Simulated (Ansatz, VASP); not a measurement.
# Al5InAs6: VASP beside Ansatz

INCAR

```
SYSTEM = Al5InAs6
PREC = Accurate
ENCUT = 520
EDIFF = 1E-6
ISMEAR = 0
SIGMA = 0.1
LREAL = .FALSE.
LASPH = .TRUE.
NELM = 60
ALGO = Normal
ISIF = 2
LWAVE = .FALSE.
LCHARG = .FALSE.
GGA = PE
NBANDS = 41
```

The input KPOINTS:

```
regular mesh
0
G
  3 3 3
  0 0 0
```

File POSCAR:

```
Al5InAs6
1.0
   -3.5430338920      6.1367147139     -0.0000000152
   -7.0860677840      0.0000000000      0.0000000000
   -3.5430338920      2.0455715880      6.7260116949
Al In As
5 1 6
Direct
    0.1664950000      0.8376430000      0.4998450000
    0.8376430000      0.4960170000      0.4998450000
    0.4960170000      0.1664950000      0.4998450000
    0.9985000000      0.9985000000      0.0045000000
    0.3357260000      0.3357260000      0.9928220000
    0.6666240000      0.6666240000      0.0001280000
    0.2728050000      0.9766920000      0.1303800000
    0.9766920000      0.6201230000      0.1303800000
    0.6201230000      0.2728050000      0.1303800000
    0.1225090000      0.1225090000      0.6324730000
    0.7976010000      0.7976010000      0.6071970000
    0.4602640000      0.4602640000      0.6192080000
```

Input for Ansatz:

```yaml
crystal:
  lattice:
    - [-3.543033892, 6.1367147139, -1.52e-08]
    - [-7.086067784, 0.0, 0.0]
    - [-3.543033892, 2.045571588, 6.7260116949]
  atoms:
    - { symbol: Al, position: [0.166495, 0.837643, 0.499845] }
    - { symbol: Al, position: [0.837643, 0.496017, 0.499845] }
    - { symbol: Al, position: [0.496017, 0.166495, 0.499845] }
    - { symbol: Al, position: [0.9985, 0.9985, 0.0045] }
    - { symbol: Al, position: [0.335726, 0.335726, 0.992822] }
    - { symbol: In, position: [0.666624, 0.666624, 0.000128] }
    - { symbol: As, position: [0.272805, 0.976692, 0.13038] }
    - { symbol: As, position: [0.976692, 0.620123, 0.13038] }
    - { symbol: As, position: [0.620123, 0.272805, 0.13038] }
    - { symbol: As, position: [0.122509, 0.122509, 0.632473] }
    - { symbol: As, position: [0.797601, 0.797601, 0.607197] }
    - { symbol: As, position: [0.460264, 0.460264, 0.619208] }
basis:
  ecutwfc: 420
kpoints:
  mp_grid: { grid: [3, 3, 3] }
hamiltonian:
  xc: pbe
scf:
  occupations: { method: gaussian, width: 0.1 }
  lower_state_search: "off"
output:
  forces: true
  stress: true
  eigenvalues: true
```

Alike in both runs: task single point; functional PBE; k mesh 3 × 3 × 3; occupations gaussian, width 0.1 eV; no spin polarisation.

|  | VASP | Ansatz |
| --- | --- | --- |
| version | VASP 6.6.1 | Ansatz 0.2.0 |
| potentials or method | VASP PAW PBE potentials, release 64 (Al, In_d, As), cutoff 520 eV | scalar-relativistic, plane waves, PAW |
| valence electrons in the cell | 58 | 118 |

```tsv
	VASP	Ansatz	Ansatz less VASP
gap on the k mesh at the Fermi level (eV)	1.35	1.34	-0.003
least direct gap on the mesh (eV)	1.35	1.34	-0.003
pressure (GPa)	0.1	0.0	-0.13
```

The functional is the same, so the differences come from potentials, cutoffs and numerics. VASP's potentials hold 58 valence electrons a cell and Ansatz's 118, so a difference there can come from the potentials and not from the codes.
